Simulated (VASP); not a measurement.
Set up this calculation in VASP 6.6.1, as the native input.

```yaml
Task: single point
Functional: RPBE
Potentials_or_basis: VASP PAW PBE potentials, release 64 (Cu)
Cutoff: 600 eV
k_mesh: 6 × 6 × 6
Occupations: gaussian, width 0.1 eV
Spin: no spin polarisation
Dipole_correction: no
Further_INCAR_settings: ALGO = Normal; EDIFF = 1e-06; NBANDS = 12
```

The structure of Cu lies in POSCAR:

```
Cu
1.0
    0.0000000000      1.8075000000      1.8075000000
    1.8075000000      0.0000000000      1.8075000000
    1.8075000000      1.8075000000      0.0000000000
Cu
1
Direct
    0.0000000000      0.0000000000      0.0000000000
```

One way to write it, as run:

INCAR

```
SYSTEM = Cu
PREC = Accurate
ENCUT = 600
EDIFF = 1E-6
ISMEAR = 0
SIGMA = 0.1
LREAL = .False.
LASPH = .True.
NELM = 120
ALGO = Normal
ISIF = 2
LWAVE = .False.
LCHARG = .True.
GGA = RP
LELF = .True.
LVHAR = .True.
NBANDS = 12
GGA_COMPAT = .False.
```

KPOINTS

```
regular mesh
0
Gamma
  6 6 6
  0 0 0
```

Potentials or basis: VASP PAW PBE potentials, release 64 (Cu).

The run is started by

```console
$ cat potpaw_PBE.64/Cu/POTCAR > POTCAR
$ mpirun -np 1 vasp_std > vasp.out
```

It gave:

| Quantity | Value |
| --- | --- |
| Pressure | 8.5 GPa |

Caveat: the k points lie up to 0.50 Å⁻¹ apart; the PAW data sets were made with another functional, which shifts forces and pressure a little.

It took 7.6 s on 1 thread of Intel Xeon 8259CL, with other jobs on the host, peak memory 0.12 GiB.
